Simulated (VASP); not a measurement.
# Ti2B (P6/mmm) in VASP: notebook

The runs below take Ti2B through relaxation of cell and atoms, single point, with PBE.

Everything below comes from runs of VASP 6.6.1. Logs are shortened: lines on timing, memory, paths and dates and some standing lists are left out, and cuts for length are marked.

## 1. The cell of the first run

It takes space group P6/mmm (No. 191, hexagonal). Conventional cell: a = 5.567 Å, b = 5.567 Å, c = 3.162 Å, α = 90.00°, β = 90.00°, γ = 120.00°. Ti (site symmetry mmm) has 4 B at 2.25 Å and 4 Ti at 2.78 Å within 3.0 Å. Ti (site symmetry 6/mmm) has 14 Ti at 3.16 to 3.20 Å and 6 B at 3.21 Å within 4.2 Å. Within 3.0 Å of B (site symmetry -6m2) lie 6 Ti at 2.25 Å.

The cell was built from a structure type or drawn by symmetry, and may not be a known phase.

## 2. Relaxation of cell and atoms, PBE

INCAR reads:

```
SYSTEM = Ti2B
ALGO = Fast
EDIFF = 1E-7
EDIFFG = -0.04
ENCUT = 600
GGA = PE
IBRION = 2
ISIF = 3
ISMEAR = 0
LASPH = .TRUE.
LCHARG = .FALSE.
LREAL = .FALSE.
LWAVE = .FALSE.
NELM = 60
NSW = 90
PREC = Accurate
SIGMA = 0.1
```

KPOINTS reads:

```
k-points
0
G
  6 6 6
  0 0 0
```

POSCAR reads:

```
Ti2B
1.0
    5.5670310972      0.0000000000      0.0000000000
   -2.7835155486      4.8211903538      0.0000000000
    0.0000000000      0.0000000000      3.1615014978
Ti B
4 2
Direct
    0.5000000000      0.0000000000      0.0000000000
    0.0000000000      0.5000000000      0.0000000000
    0.5000000000      0.5000000000      0.0000000000
    0.0000000000      0.0000000000      0.5000000000
    0.3333333333      0.6666666667      0.5000000000
    0.6666666667      0.3333333333      0.5000000000
```

Potentials or basis: VASP PAW PBE potentials, release 64 (Ti_sv, B).

Launch:

```console
$ cat potpaw_PBE.64/Ti_sv/POTCAR potpaw_PBE.64/B/POTCAR > POTCAR
$ mpirun -np 1 vasp_std > vasp.out
```

OUTCAR:

```text
SYSTEM = Ti2B
   EDIFF = 1E-7
   EDIFFG = -0.04
   ENCUT = 600
   GGA = PE
   IBRION = 2
   ISIF = 3
   ISMEAR = 0
   LASPH = .TRUE.
   LREAL = .FALSE.
   NELM = 60
   NSW = 90
   PREC = Accurate

 ion  position               nearest neighbor table
   1  0.500  0.000  0.000-   5 2.25   6 2.25   5 2.25   6 2.25   2 2.78   3 2.78   3 2.78   2 2.78

   2  0.000  0.500  0.000-   5 2.25   6 2.25   5 2.25   6 2.25   1 2.78   1 2.78   3 2.78   3 2.78

   3  0.500  0.500  0.000-   5 2.25   6 2.25   5 2.25   6 2.25   1 2.78   1 2.78   2 2.78   2 2.78

   4  0.000  0.000  0.500-
   5  0.333  0.667  0.500-   1 2.25   1 2.25   2 2.25   2 2.25   3 2.25   3 2.25
   6  0.667  0.333  0.500-   1 2.25   1 2.25   2 2.25   2 2.25   3 2.25   3 2.25

  LATTYP: Found a hexagonal cell.
 ALAT       =     5.5670310972
 C/A-ratio  =     0.5678972225

  Lattice vectors:

 A1 = (   5.5670310972,   0.0000000000,   0.0000000000)
 A2 = (  -2.7835155486,   4.8211903538,   0.0000000000)
 A3 = (   0.0000000000,   0.0000000000,   3.1615014978)

Analysis of symmetry for initial positions (statically):
=====================================================================
 Subroutine PRICEL returns:
 Original cell was already a primitive cell.

 Routine SETGRP: Setting up the symmetry group for a
 hexagonal supercell.

 Subroutine GETGRP returns: Found 24 space group operations
 (whereof 24 operations were pure point group operations)
 out of a pool of 24 trial point group operations.

The static configuration has the point symmetry D_6h.

Analysis of symmetry for dynamics (positions and initial velocities):
=====================================================================
 Subroutine PRICEL returns:
 Original cell was already a primitive cell.

 Routine SETGRP: Setting up the symmetry group for a
 hexagonal supercell.

 Subroutine GETGRP returns: Found 24 space group operations
 (whereof 24 operations were pure point group operations)
 out of a pool of 24 trial point group operations.

The dynamic configuration has the point symmetry D_6h.

 Subroutine INISYM returns: Found 24 space group operations
[... 167 lines left out ...]

 VOLUME and BASIS-vectors are now :
 -----------------------------------------------------------------------------
  energy-cutoff  :      600.00
  volume of cell :       84.85
      direct lattice vectors                 reciprocal lattice vectors
     5.567031097  0.000000000  0.000000000     0.179628959  0.103708828  0.000000000
    -2.783515549  4.821190354  0.000000000     0.000000000  0.207417656  0.000000000
     0.000000000  0.000000000  3.161501498     0.000000000  0.000000000  0.316305401

 POSITION                                       TOTAL-FORCE (eV/Angst)
 -----------------------------------------------------------------------------------
      2.78352      0.00000      0.00000         0.000000      0.000000      0.000000
     -1.39176      2.41060      0.00000         0.000000      0.000000      0.000000
      1.39176      2.41060      0.00000         0.000000      0.000000      0.000000
      0.00000      0.00000      1.58075         0.000000      0.000000      0.000000
     -0.00000      3.21413      1.58075        -0.000000      0.000000      0.000000
      2.78352      1.60706      1.58075         0.000000     -0.000000      0.000000
 -----------------------------------------------------------------------------------
    total drift:                               -0.000000      0.000000      0.000000

  FREE ENERGIE OF THE ION-ELECTRON SYSTEM (eV)
  ---------------------------------------------------
  free  energy   TOTEN  =       -45.8591734009 eV

  energy  without entropy=      -45.8333401757  energy(sigma->0) =      -45.84625679

--------------------------------------- Ionic step        2  -------------------------------------------

 number of electron      53.9999990 magnetization

 Free energy of the ion-electron system (eV)
  ---------------------------------------------------
  ext. energy  EPLUGINS =         0.00000000
  ---------------------------------------------------
  free energy    TOTEN  =       -45.86038602 eV

  energy without entropy =      -45.83533940  energy(sigma->0) =      -45.84786271

 E-fermi :   7.4631     XC(G=0): -11.4931

 val. band max:        7.4551542556   @ k =   0.5000   0.0000   0.0000
 cond. band min:       7.5138027415   @ k =   0.3333   0.3333   0.1667
 fundamental gap:      0.0586484859
 Fermi energy:         7.4630847152

 k-point     1 :       0.0000    0.0000    0.0000
  band No.  band energies     occupation
      1     -49.9276      2.00000
      2     -49.0477      2.00000
      3     -48.9463      2.00000
      4     -48.9463      2.00000
      5     -26.2409      2.00000
      6     -26.2409      2.00000
[... 829 lines left out ...]
     31       8.3282      0.00000
     32       9.7574      0.00000

 [... further k-points ...]

------------------------ aborting loop because EDIFF is reached ----------------------------------------

  FORCE on cell =-STRESS in cart. coord.  units (eV):
  Direction    XX          YY          ZZ          XY          YZ          ZX
  --------------------------------------------------------------------------------------
  -------------------------------------------------------------------------------------
  Total        0.0920641      0.0920641     -0.0998442      0.0000000      0.0000000      0.0000000
  in kB        1.7380781      1.7380781     -1.8849585      0.0000000      0.0000000      0.0000000
  external PRESSURE =       0.5303992 kB  Pullay stress =       0.0000000 kB

 VOLUME and BASIS-vectors are now :
 -----------------------------------------------------------------------------
  energy-cutoff  :      600.00
  volume of cell :       84.87
      direct lattice vectors                 reciprocal lattice vectors
     5.575910267  0.000000000  0.000000000     0.179342915  0.103543680  0.000000000
    -2.787955133  4.828879940 -0.000000000     0.000000000  0.207087360  0.000000000
     0.000000000 -0.000000000  3.151876957     0.000000000  0.000000000  0.317271268

 POSITION                                       TOTAL-FORCE (eV/Angst)
 -----------------------------------------------------------------------------------
      2.78796      0.00000      0.00000        -0.000000     -0.000000      0.000000
     -1.39398      2.41444     -0.00000        -0.000000      0.000000      0.000000
      1.39398      2.41444     -0.00000        -0.000000     -0.000000      0.000000
      0.00000     -0.00000      1.57594        -0.000000      0.000000      0.000000
     -0.00000      3.21925      1.57594        -0.000000      0.000000     -0.000000
      2.78796      1.60963      1.57594         0.000000      0.000000      0.000000
 -----------------------------------------------------------------------------------
    total drift:                               -0.000000      0.000000      0.000000

  FREE ENERGIE OF THE ION-ELECTRON SYSTEM (eV)
  ---------------------------------------------------
  free  energy   TOTEN  =       -45.8603860248 eV

  energy  without entropy=      -45.8353394045  energy(sigma->0) =      -45.84786271

 reached required accuracy - stopping structural energy minimisation
```

OSZICAR:

```text
N       E                     dE             d eps       ncg     rms          rms(c)
DAV:   1     0.726169555156E+03    0.72617E+03   -0.30095E+04  1792   0.224E+03
DAV:   2     0.423921804096E+02   -0.68378E+03   -0.67652E+03  1792   0.642E+02
DAV:   3    -0.495328221729E+02   -0.91925E+02   -0.90878E+02  3008   0.194E+02
[... 82 lines left out ...]
RMM:  24    -0.458603856021E+02   -0.17700E-06   -0.20674E-06  1476   0.463E-03    0.227E-03
RMM:  25    -0.458603857361E+02   -0.13400E-06   -0.16129E-06  1371   0.424E-03    0.226E-03
RMM:  26    -0.458603858587E+02   -0.12264E-06   -0.13819E-06  1740   0.450E-03    0.189E-03
RMM:  27    -0.458603859541E+02   -0.95406E-07   -0.11662E-06  1449   0.398E-03    0.196E-03
RMM:  28    -0.458603860248E+02   -0.70629E-07   -0.89288E-07  1272   0.358E-03
   2 F= -.45860386E+02 E0= -.45847863E+02  d E =-.121262E-02
```

CONTCAR:

```text
Ti2B
   1.00000000000000
     5.5759102666468916    0.0000000000000000    0.0000000000000000
    -2.7879551333234458    4.8288799401053559   -0.0000000000000000
     0.0000000000000000   -0.0000000000000000    3.1518769567535752
  Ti              B
     4     2
Direct
     0.5000000000000000    0.0000000000000000    0.0000000000000000
     0.0000000000000000    0.5000000000000000    0.0000000000000000
     0.5000000000000000    0.5000000000000000    0.0000000000000000
     0.0000000000000000    0.0000000000000000    0.5000000000000000
     0.3333333332999970    0.6666666667000030    0.5000000000000000
     0.6666666667000030    0.3333333332999970    0.5000000000000000

  0.00000000E+00  0.00000000E+00  0.00000000E+00
  0.00000000E+00  0.00000000E+00  0.00000000E+00
  0.00000000E+00  0.00000000E+00  0.00000000E+00
  0.00000000E+00  0.00000000E+00  0.00000000E+00
  0.00000000E+00  0.00000000E+00  0.00000000E+00
  0.00000000E+00  0.00000000E+00  0.00000000E+00
```

Wall time 5.2 min (1 thread of Intel Xeon 6975P-C (Granite Rapids), shared host); peak memory 0.29 GiB.

What came out:

```yaml
Free_energy: -45.8604 eV
Relaxed_volume: 14.14 Å³/atom
Relaxed_cell: a = 5.576 Å, b = 5.576 Å, c = 3.152 Å, α = 90.00°, β = 90.00°, γ = 120.00°
Space_group_after_relaxing_to_0.1_Å: P6/mmm (No. 191)
Energy_gained_by_relaxing: 0.2 meV/atom
Ionic_steps: 2
Pressure_after_relaxing: 0.1 GPa
Band_gap_on_the_k_mesh: zero (bands 27 and 28 overlap by 0.42 eV)
```

Step by step:
| step | energy change (eV) | largest force (eV/Å) | pressure (GPa) | volume (Å³) |
| --- | --- | --- | --- | --- |
| 1 | 0.0000 | 0.0000 | 0.01 | 84.85 |
| 2 | -0.0012 | 0.0000 | 0.05 | 84.87 |

Final structure:
```
CELL_PARAMETERS angstrom
5.57591 0.00000 0.00000
-2.78796 4.82888 0.00000
0.00000 0.00000 3.15188
ATOMIC_POSITIONS crystal
Ti 0.50000 0.00000 0.00000
Ti 0.00000 0.50000 0.00000
Ti 0.50000 0.50000 0.00000
Ti 0.00000 0.00000 0.50000
B 0.33333 0.66667 0.50000
B 0.66667 0.33333 0.50000
```

Levels at points of the mesh, in eV from the Fermi level:
| k point | band 24 | band 25 | band 26 | band 27 | band 28 | band 29 | band 30 | band 31 |
| --- | --- | --- | --- | --- | --- | --- | --- | --- |
| (0.00, 0.00, 0.00) | -0.74 | -0.74 | -0.31 | -0.31 | 0.62 | 0.62 | 0.80 | 0.96 |
| (0.50, 0.00, 0.00) | -1.21 | -0.64 | -0.38 | -0.13 | -0.01 | 0.15 | 0.71 | 1.01 |
| (0.00, 0.00, 0.50) | -1.07 | -0.58 | -0.35 | -0.35 | -0.34 | -0.34 | 1.38 | 1.38 |
| (0.50, 0.00, 0.50) | -1.40 | -0.98 | -0.77 | -0.27 | 0.40 | 0.63 | 0.75 | 1.11 |

## 3. Single point, PBE

INCAR reads:

```
ALGO = Fast
EDIFF = 1E-6
ENCUT = 520
GGA = PE
ISIF = 2
ISMEAR = 0
LASPH = T
LCHARG = T
LELF = T
LREAL = F
LVHAR = T
LWAVE = F
NBANDS = 36
NELM = 60
PREC = Accurate
SIGMA = 0.1
```

KPOINTS reads:

```
k-points
0
Gamma
  12 12 12
```

Edit POSCAR of step 2 so:

```diff
@@ -2,5 +2,5 @@
 1.0
-    5.5670310972      0.0000000000      0.0000000000
-   -2.7835155486      4.8211903538      0.0000000000
-    0.0000000000      0.0000000000      3.1615014978
+    5.5750013439      0.0000000000      0.0000000000
+   -2.7875006719      4.8280927899      0.0000000000
+    0.0000000000      0.0000000000      3.1551910754
 Ti B
```

Potentials or basis: VASP PAW PBE potentials, release 64 (Ti_sv, B).

Launch:

```console
$ cat potpaw_PBE.64/Ti_sv/POTCAR potpaw_PBE.64/B/POTCAR > POTCAR
$ mpirun -np 1 vasp_std > vasp.out
```

Run time: 10 min. Hardware: 1 thread of Intel Xeon 6975P-C (Granite Rapids), shared host; peak memory 0.42 GiB.

The run converged. Its results:

```yaml
Free_energy: -45.8564 eV
Pressure: -0.1 GPa
Band_gap_on_the_k_mesh: zero (bands 27 and 28 overlap by 0.42 eV)
```

Stress tensor (GPa, compression positive):
```
-0.11  0.00  0.00
 0.00 -0.11  0.00
 0.00  0.00  0.01
```

Levels at points of the mesh, in eV from the Fermi level:
| k point | band 24 | band 25 | band 26 | band 27 | band 28 | band 29 | band 30 | band 31 |
| --- | --- | --- | --- | --- | --- | --- | --- | --- |
| (0.00, 0.00, 0.00) | -0.73 | -0.73 | -0.29 | -0.29 | 0.62 | 0.62 | 0.79 | 0.98 |
| (0.50, 0.00, 0.00) | -1.20 | -0.63 | -0.37 | -0.12 | 0.01 | 0.17 | 0.71 | 1.01 |
| (0.00, 0.00, 0.50) | -1.06 | -0.55 | -0.34 | -0.34 | -0.33 | -0.33 | 1.40 | 1.40 |
| (0.50, 0.00, 0.50) | -1.39 | -0.97 | -0.75 | -0.27 | 0.41 | 0.64 | 0.77 | 1.12 |
